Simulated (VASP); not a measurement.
Here is a VASP 6.6.1 calculation.

Contents of INCAR:

```
ALGO     = Normal         # electronic algorithm
EDIFF    = 1E-8           # SCF threshold, eV
ENCUT    = 520            # plane-wave cutoff, eV
GGA      = PS             # functional
ISIF     = 2              # what is computed and relaxed
ISMEAR   = -1             # smearing method
LASPH    = T              # aspherical terms in the spheres
LCHARG   = F              # write CHGCAR
LEFG     = T            
LREAL    = F              # projectors in reciprocal space
LWAVE    = F              # write WAVECAR
NBANDS   = 19             # bands
NELM     = 80             # most SCF steps
PREC     = Accurate       # precision mode
SIGMA    = 0.03           # smearing width, eV
```

The input KPOINTS:

```
k-points
0
Gamma
  16 16 8
```

Contents of POSCAR:

```
Zn
1.0
    2.6998652069      0.0000000000      0.0000000000
   -1.3499326034      2.3381518559      0.0000000000
    0.0000000000      0.0000000000      5.0117956229
Zn
2
Direct
    0.3333333333      0.6666666667      0.2500000000
    0.6666666667      0.3333333333      0.7500000000
```

Potentials or basis: VASP PAW PBE potentials, release 64 (Zn).

Launch:

```bash
$ cat potpaw_PBE.64/Zn/POTCAR > POTCAR
$ mpirun -np 1 vasp_std > vasp.out
```

What does it give for the pressure?

-7.4 GPa.

Predict the band gap on the k mesh.

zero (band 12 reaches 3.88 eV, above the bottom of band 13 at -0.40 eV).

Electric field gradients, principal values (V/Å²):
| atom | least | middle | greatest (by size) |
| --- | --- | --- | --- |
| 1 Zn | -17.609 | -17.626 | 35.235 |
| 2 Zn | -17.609 | -17.626 | 35.235 |

Caveat: without QUAD_EFG the Cq values of the log hold for a quadrupole moment of 1 mb, not for the nuclei; the PAW data sets were made with another functional, which shifts forces and pressure a little.
